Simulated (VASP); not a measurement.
# Cs (P-1) in VASP: single point with PBE

Aim: the single point of Cs with PBE.

All numbers are computed with VASP 6.6.1; they aren't measurements. Logs are shortened: lines on timing, memory, paths and dates and some standing lists are left out, and cuts for length are marked.

## Step 1: The cell of the first run

The typed cell holds 1 atom: a = 5.180 Å, b = 5.316 Å, c = 5.148 Å, α = 114.07°, β = 105.47°, γ = 109.27°.

## Step 2: Single point, PBE

Contents of INCAR:

```
PREC = Accurate
ENCUT = 520
EDIFF = 1E-7
ISMEAR = 0
SIGMA = 0.1
LREAL = F
LASPH = T
NELM = 80
ALGO = Normal
ISIF = 2
LWAVE = F
LCHARG = F
GGA = PE
NBANDS = 10
```

Contents of KPOINTS:

```
regular mesh
0
Gamma
  4 4 4
```

Contents of POSCAR:

```
Cs
1.0
   -2.8454683439      3.1407843637      2.9779548050
    2.9212077963     -3.1841025396      3.0970124334
    2.7731566103      3.1117908060     -3.0212729810
Cs
1
Direct
    0.0000000000      0.0000000000      0.0000000000
```

Potentials or basis: VASP PAW PBE potentials, release 64 (Cs_sv).

Started as:

```console
$ cat potpaw_PBE.64/Cs_sv/POTCAR > POTCAR
$ mpirun -np 1 vasp_std > vasp.out
```

OUTCAR:

```text
PREC = Accurate
   ENCUT = 520
   EDIFF = 1E-7
   ISMEAR = 0
   LREAL = F
   LASPH = T
   NELM = 80
   ISIF = 2
   GGA = PE

 ion  position               nearest neighbor table
   1  0.000  0.000  0.000-

  LATTYP: Found a triclinic cell.
 ALAT       =    13.9813440234
 B/A-ratio  =     0.6280008987
 C/A-ratio  =     0.3706619979
 COS(alpha) =     0.0046946978
 COS(beta)  =     0.2630716508
 COS(gamma) =     0.9509169379

  Lattice vectors:

 A1 = (   0.2203629196, -12.5484685153,   6.1616035904)
 A2 = (   0.1480511860,  -6.2958933456,   6.1182854144)
 A3 = (  -2.8488960627,  -3.0684726301,  -3.0536942574)

Analysis of symmetry for initial positions (statically):
=====================================================================
 Subroutine PRICEL returns:
 Original cell was already a primitive cell.

 Routine SETGRP: Setting up the symmetry group for a
 triclinic supercell.

 Subroutine GETGRP returns: Found  2 space group operations
 (whereof  2 operations were pure point group operations)
 out of a pool of  2 trial point group operations.

The static configuration has the point symmetry S_2 .

Analysis of symmetry for dynamics (positions and initial velocities):
=====================================================================
 Subroutine PRICEL returns:
 Original cell was already a primitive cell.

 Routine SETGRP: Setting up the symmetry group for a
 triclinic supercell.

 Subroutine GETGRP returns: Found  2 space group operations
 (whereof  2 operations were pure point group operations)
 out of a pool of  2 trial point group operations.

The dynamic configuration has the point symmetry S_2 .

 Subroutine INISYM returns: Found  2 space group operations
 (whereof  2 operations are pure point group operations),
 and found     1 'primitive' translations

----------------------------------------------------------------------------------------

                                     Primitive cell

  volume of cell :     108.1090

  direct lattice vectors                    reciprocal lattice vectors
    -2.845468344  3.140784364  2.977954805    -0.000159208  0.161080659  0.165760528
     2.921207796 -3.184102540  3.097012433     0.173491030  0.003132039  0.162469281
     2.773156610  3.111790806 -3.021272981     0.177683303  0.161981685 -0.001060234

  length of vectors
     5.179713441  5.316338024  5.147983103     0.231135365  0.237708255  0.240438239

  position of ions in fractional coordinates (direct lattice)
[... 82 lines left out ...]
   NFREE  =      0    steps in history (QN), initial steepest desc. (CG)
   ISIF   =      2    stress and relaxation
   ISYM   =      2    0-nonsym 1-usesym 2-fastsym
   POTIM  = 0.5000    time-step for ionic-motion
   TEBEG  =    0.0;   TEEND  =   0.0 temperature during run
   PSTRESS=    0.0 pullay stress
   NELECT =       9.0000    total number of electrons
   NUPDOWN=      -1.0000    fix difference up-down
   EMIN   =  10.00;   EMAX   =-10.00  energy-range for DOS
   EFERMI =   0.00;   METHOD = LEGACY
   ISMEAR =     0;   SIGMA  =   0.10  broadening in eV -4-tet -1-fermi 0-gaus
   EFERMI_NEDOS =   21; number of points for ismear=-14 and -15
   IALGO  =     38    algorithm
   IMIX   =      4    mixing-type and parameters
     AMIX     =   0.40;   BMIX     =  1.00
     AMIX_MAG =   1.60;   BMIX_MAG =  1.00
  volume/ion in A,a.u.               =     108.11       729.56
  Fermi-wavevector in a.u.,A,eV,Ry     =   0.714828  1.350830  6.952298  0.510979
  Thomas-Fermi vector in A             =   1.802830
   LORBIT       =      0    0 simple, 1 ext, 2 COOP (PROOUT), +10 PAW based schemes
   GGA     = PE    functional components
   LHFCALC =     F    Hartree Fock is set to
   AEXX    =    0.0000 exact exchange contribution
   IVDW    =     0    specifies the selected vdW correction
   LEPSILON=     F    determine dielectric tensor
   LRPA    =     F    only Hartree local field effects (RPA)
 non-spin polarized calculation
 Gauss-broadening in eV      SIGMA  =   0.10
  energy-cutoff  :      520.00
  volume of cell :      108.11
 maximum number of plane-waves:      2929
 NGX is ok and might be reduce to    40
   NGX = 19   NGY = 19   NGZ = 19

 number of electron       9.0000000 magnetization

 Free energy of the ion-electron system (eV)
  ---------------------------------------------------
  ext. energy  EPLUGINS =         0.00000000
  ---------------------------------------------------
  free energy    TOTEN  =        -0.80564900 eV

  energy without entropy =       -0.78535252  energy(sigma->0) =       -0.79550076

 E-fermi :   0.6317     XC(G=0):  -5.5619

 val. band max:        0.6297997252   @ k =   0.2500   0.0000   0.2500
 cond. band min:       0.6363516349   @ k =   0.2500   0.2500   0.0000
 fundamental gap:      0.0065519097
 Fermi energy:         0.6317040579

 k-point     1 :       0.0000    0.0000    0.0000
  band No.  band energies     occupation
      1     -23.2065      2.00000
      2      -9.9453      2.00000
      3      -9.9384      2.00000
      4      -9.9338      2.00000
      5      -1.1250      2.00000
      6       2.9059      0.00000
      7       3.2160      0.00000
      8       3.3509      0.00000
      9       3.7956      0.00000
     10       4.3180      0.00000
[... 287 lines left out ...]
 k-point    24 :       0.2500   -0.2500    0.2500
  band No.  band energies     occupation
      1     -23.1983      2.00000
      2     -10.0266      2.00000
      3     -10.0012      2.00000
      4      -9.9859      2.00000
      5       0.0760      2.00000
      6       2.1191      0.00000
      7       2.8659      0.00000
      8       3.1799      0.00000
      9       3.8498      0.00000
     10       4.0382      0.00000

 [... further k-points ...]

------------------------ aborting loop because EDIFF is reached ----------------------------------------

  FORCE on cell =-STRESS in cart. coord.  units (eV):
  Direction    XX          YY          ZZ          XY          YZ          ZX
  --------------------------------------------------------------------------------------
  -------------------------------------------------------------------------------------
  Total        0.1017577      0.1535483      0.1248003     -0.0214595     -0.0119298      0.0257895
  in kB        1.5080506      2.2755894      1.8495431     -0.3180308     -0.1768002      0.3822015
  external PRESSURE =       1.8777277 kB  Pullay stress =       0.0000000 kB

 VOLUME and BASIS-vectors are now :
 -----------------------------------------------------------------------------
  energy-cutoff  :      520.00
  volume of cell :      108.11
      direct lattice vectors                 reciprocal lattice vectors
    -2.845468344  3.140784364  2.977954805    -0.000159208  0.161080659  0.165760528
     2.921207796 -3.184102540  3.097012433     0.173491030  0.003132039  0.162469281
     2.773156610  3.111790806 -3.021272981     0.177683303  0.161981685 -0.001060234

 POSITION                                       TOTAL-FORCE (eV/Angst)
 -----------------------------------------------------------------------------------
      0.00000      0.00000      0.00000         0.000000      0.000000      0.000000
 -----------------------------------------------------------------------------------
    total drift:                                0.000000      0.000000     -0.000000

  FREE ENERGIE OF THE ION-ELECTRON SYSTEM (eV)
  ---------------------------------------------------
  free  energy   TOTEN  =        -0.8056490005 eV

  energy  without entropy=       -0.7853525187  energy(sigma->0) =       -0.79550076
```

OSZICAR:

```text
N       E                     dE             d eps       ncg     rms          rms(c)
DAV:   1     0.526302709631E+02    0.52630E+02   -0.28731E+03   720   0.619E+02
DAV:   2     0.470922981439E+01   -0.47921E+02   -0.46977E+02   898   0.110E+02
DAV:   3    -0.726340896637E+00   -0.54356E+01   -0.54270E+01   830   0.420E+01
DAV:   4    -0.804408903418E+00   -0.78068E-01   -0.78040E-01  1000   0.614E+00
DAV:   5    -0.804716334373E+00   -0.30743E-03   -0.30742E-03  1016   0.344E-01    0.131E-01
DAV:   6    -0.804855263413E+00   -0.13893E-03   -0.14948E-03   982   0.188E-01    0.864E-02
DAV:   7    -0.805526150155E+00   -0.67089E-03   -0.30537E-03   818   0.277E-01    0.378E-02
DAV:   8    -0.805647986109E+00   -0.12184E-03   -0.13604E-04   812   0.743E-02    0.399E-03
DAV:   9    -0.805649557682E+00   -0.15716E-05   -0.33557E-06  1136   0.102E-02    0.280E-03
DAV:  10    -0.805648779457E+00    0.77823E-06   -0.74648E-07   864   0.461E-03    0.465E-04
DAV:  11    -0.805648900715E+00   -0.12126E-06   -0.13525E-08   516   0.770E-04    0.224E-04
DAV:  12    -0.805649000498E+00   -0.99782E-07   -0.78436E-09   450   0.527E-04
   1 F= -.80564900E+00 E0= -.79550076E+00  d E =-.202965E-01
```

It took 53 s on 1 thread of Intel Xeon 8259CL, shared host; peak memory 0.24 GiB.

Results:

- Free energy: -0.8056 eV
- Pressure: 0.2 GPa
- Band gap on the k mesh: zero (an odd number of electrons rules out a gap without spin polarisation)

Caveat: the k points lie up to 0.38 Å⁻¹ apart, too coarse for converged energies and pressures of a metal; spin-orbit coupling is left out, which moves the levels of the heavy elements.
